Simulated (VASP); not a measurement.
The system is C.

```
C
1.0
     2.57796    0.00000    0.00000
    -1.28898    2.23258    0.00000
     0.00000    0.00000    2.72745
C
3
Direct
  0.12285 0.87715 0.66667
  0.12285 0.24570 0.33333
  0.75430 0.87715 0.00000
```

The cell was generated, and may not be a known phase.

* Program: VASP 6.6.1
* Task: relaxation of cell and atoms
* Functional: PBE
* Potentials or basis: VASP PAW PBE potentials, release 64 (C_h)
* Cutoff: 1300 eV
* k mesh: 6 × 6 × 6
* Occupations: gaussian, width 0.1 eV
* Spin: no spin polarisation

At the start: pressure 111.0 GPa; volume 5.23 Å³/atom.

Question: Where does the relaxation end?

Answer: Over 17 steps the energy falls by 1327.3 meV/atom and the volume is 13.91 Å³/atom (+165.8 %); space group P3_212 (No. 153, to 0.1 Å) before, P6/mmm (No. 191, to 0.1 Å).

Step by step:
| step | energy change (eV) | largest force (eV/Å) | pressure (GPa) | volume (Å³) |
| --- | --- | --- | --- | --- |
| 1 | 0.0000 | 10.6405 | 111.03 | 15.70 |
| 2 | -0.4737 | 1.2773 | -3.59 | 25.45 |
| 3 | -0.6109 | 1.1015 | 2.26 | 26.32 |
| 4 | -1.0877 | 2.5466 | 13.68 | 28.14 |
| 5 | -2.7459 | 1.5787 | 22.25 | 32.00 |
| 6 | -3.7526 | 0.9236 | -12.39 | 40.76 |
| 7 | -3.8865 | 0.3555 | 7.86 | 37.09 |
| 8 | -3.9482 | 0.0703 | 1.65 | 38.23 |
| 9 | -3.9455 | 0.1188 | -1.66 | 38.82 |
| 10 | -3.6742 | 0.0455 | 22.86 | 38.55 |
| 11 | -3.9581 | 0.1230 | 2.14 | 38.78 |
| 12 | -3.9581 | 0.1230 | 2.35 | 38.78 |
| 13 | -3.9728 | 0.0866 | 0.99 | 39.83 |
| 14 | -3.9808 | 0.0146 | -1.35 | 41.81 |
| 15 | -3.9703 | 0.0201 | 2.79 | 42.27 |
| 16 | -3.9817 | 0.0056 | -0.44 | 41.91 |
| 17 | -3.9820 | 0.0087 | -0.10 | 41.73 |

Final structure:
```
CELL_PARAMETERS angstrom
3.54779 0.00000 0.00000
-1.77389 3.07247 0.00000
0.00000 0.00000 3.82801
ATOMIC_POSITIONS crystal
C 0.33350 0.66650 0.66667
C 0.33350 0.66700 0.33333
C 0.33300 0.66650 0.00000
```

Caveat: the k points lie up to 0.34 Å⁻¹ apart in the final cell, too coarse for converged energies and pressures of a metal; the volume moved by over 15 % at a fixed basis, so the end points are rough; this functional lacks dispersion, which binds layers or chains, so the pressure and a relaxed spacing across them are unreliable.
